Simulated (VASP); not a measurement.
A run of VASP 6.6.1:

Contents of INCAR:

```
SYSTEM = ZrVSi
  PREC = Accurate
  ENCUT = 520
  EDIFF = 1E-6
  ISMEAR = 0
  SIGMA = 0.1
  LREAL = .False.
  LASPH = .True.
  NELM = 100
  ALGO = Fast
  ISIF = 2
  LWAVE = .False.
  LCHARG = .True.
  GGA = PS
  LELF = .True.
  LVHAR = .True.
  NBANDS = 38
```

File KPOINTS:

```
regular mesh
0
Gamma
  10 10 6
  0 0 0
```

The input POSCAR:

```
ZrVSi
1.0
    3.7231948423      0.0000000000      0.0000000000
    0.0000000000      3.7231948423      0.0000000000
    0.0000000000      0.0000000000      7.3082173891
Zr V Si
2 2 2
Direct
    0.5000000000      0.0000000000      0.6420545536
    0.0000000000      0.5000000000      0.3579454464
    0.0000000000      0.0000000000      0.0000000000
    0.5000000000      0.5000000000      0.0000000000
    0.5000000000      0.0000000000      0.2437651231
    0.0000000000      0.5000000000      0.7562348769
```

Potentials or basis: VASP PAW PBE potentials, release 64 (Zr_sv, V_sv, Si).

Launch:

```console
$ cat potpaw_PBE.64/Zr_sv/POTCAR potpaw_PBE.64/V_sv/POTCAR potpaw_PBE.64/Si/POTCAR > POTCAR
$ mpirun -np 1 vasp_std > vasp.out
```

Hardware: 1 thread of Intel(R) Xeon(R) 6975P-C (Granite Rapids) (shared host).

Question: Estimate the wall time of this run.

Answer: Wall time 4.1 min on 1 thread of Intel(R) Xeon(R) 6975P-C (Granite Rapids), with other jobs on the host, peak memory 0.4 GiB. Counts: scf iterations 25, k points 84.
